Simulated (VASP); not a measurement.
Fe, 2 atoms in the cell. The structure is hexagonal, space group P6_3/mmc (No. 194). The conventional cell has a = 2.434 Å, b = 2.434 Å, c = 3.842 Å, α = 90.00°, β = 90.00°, γ = 120.00°. Within 3.1 Å of Fe (site symmetry -6m2) lie 12 Fe at 2.38 to 2.43 Å. 

```yaml
Program: VASP 6.6.1
Task: single point
Functional: PBEsol
Potentials_or_basis: VASP PAW PBE potentials, release 64 (Fe)
Cutoff: 520 eV
k_mesh: 12 × 12 × 7
Occupations: fermi-dirac, width 0.05 eV
Spin: collinear spin, ferromagnetic start
Starting_moments: "[4.5, 4.5] μB"
Dipole_correction: no
Further_INCAR_settings: ALGO = Normal; EDIFF = 1e-07; NBANDS = 19
```

Potentials or basis: VASP PAW PBE potentials, release 64 (Fe).

Run with:

```sh
$ cat potpaw_PBE.64/Fe/POTCAR > POTCAR
$ mpirun -np 1 vasp_std > vasp.out
```

Hardware: 1 thread of Intel(R) Xeon(R) Platinum 8488C (Sapphire Rapids), with other jobs on the host.

Problem. Estimate the wall time of this run.

Solution. Wall time 54 s on 1 thread of Intel(R) Xeon(R) Platinum 8488C (Sapphire Rapids) (shared host), peak memory 0.15 GiB. Counts: scf iterations 19, k points 76.
